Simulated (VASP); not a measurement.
A run of VASP 6.6.1 is set up as follows.

The input INCAR:

```
PREC     = Accurate       # precision mode
ENCUT    = 520            # plane-wave cutoff, eV
EDIFF    = 1E-6           # SCF threshold, eV
ISMEAR   = -1             # smearing method
SIGMA    = 0.05           # smearing width, eV
LREAL    = False          # projectors in reciprocal space
LASPH    = True           # aspherical terms in the spheres
NELM     = 100            # most SCF steps
ALGO     = Fast           # electronic algorithm
ISIF     = 2              # what is computed and relaxed
LWAVE    = False          # write WAVECAR
LCHARG   = True           # write CHGCAR
GGA      = PS             # functional
LELF     = True           # ELF
LVHAR    = True         
NBANDS   = 13             # bands
```

Contents of KPOINTS:

```
Automatic mesh
0
Gamma
  11 11 11
```

Contents of POSCAR:

```
W
1.0
    0.0000000000      1.9620924756      1.9620924756
    1.9620924756      0.0000000000      1.9620924756
    1.9620924756      1.9620924756      0.0000000000
W
1
Direct
    0.0000000000      0.0000000000      0.0000000000
```

Potentials or basis: VASP PAW PBE potentials, release 64 (W_sv).

Run with:

```sh
$ cat potpaw_PBE.64/W_sv/POTCAR > POTCAR
$ mpirun -np 1 vasp_std > vasp.out
```

Predict the band gap on the k mesh.

zero (band 7 reaches 14.65 eV, above the bottom of band 8 at 10.81 eV).

What does it give for the pressure?

21.0 GPa.

Caveat: the PAW data sets were made with another functional, which shifts forces and pressure a little; spin-orbit coupling is left out, which moves the levels of the heavy elements.
